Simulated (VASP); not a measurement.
Ti4O: single point with PBEsol

Ti4O, a slab with vacuum:

```
CELL_PARAMETERS angstrom
2.89997 0.00000 0.00000
-1.44998 2.51145 0.00000
0.00000 0.00000 22.31168
ATOMIC_POSITIONS crystal
Ti 0.66667 0.33333 0.17928
Ti 0.33333 0.66667 0.28215
Ti 0.66667 0.33333 0.38870
Ti 0.33333 0.66667 0.48457
O 0.66667 0.33333 0.52529
```

```json
{"Program": "VASP 6.6.1", "Task": "single point", "Functional": "PBEsol", "Potentials or basis": "VASP PAW PBE potentials, release 64 (Ti_sv, O)", "Cutoff": "520 eV", "k mesh": "9 × 9 × 1", "Occupations": "gaussian, width 0.1 eV", "Spin": "no spin polarisation", "Dipole correction": "yes", "Further INCAR settings": "ALGO = Normal; EDIFF = 1e-06; NBANDS = 35"}
```

- Largest force: 2.181 eV/Å
- Band gap on the k mesh: zero (band 27 reaches 1.69 eV, above the bottom of band 28 at 0.86 eV)

Forces on the atoms (eV/Å):
```
Ti   0.000  0.000  0.602
Ti   0.000  0.000 -0.364
Ti   0.000  0.000 -2.181
Ti   0.000  0.000  1.903
O    0.000  0.000  0.040
```

Levels at points of the mesh, in eV from the Fermi level:
```csv
k point,band 25,band 26,band 27,band 28,band 29,band 30
"(0.00, 0.00, 0.00)",-0.12,0.36,0.60,0.64,0.64,0.77
```

Wall time 4.7 min on 1 thread of AMD EPYC 7R43 64-Core Processor (Zen 3) (shared host), peak memory 0.27 GiB.

Caveat: the PAW data sets were made with another functional, which shifts forces and pressure a little.
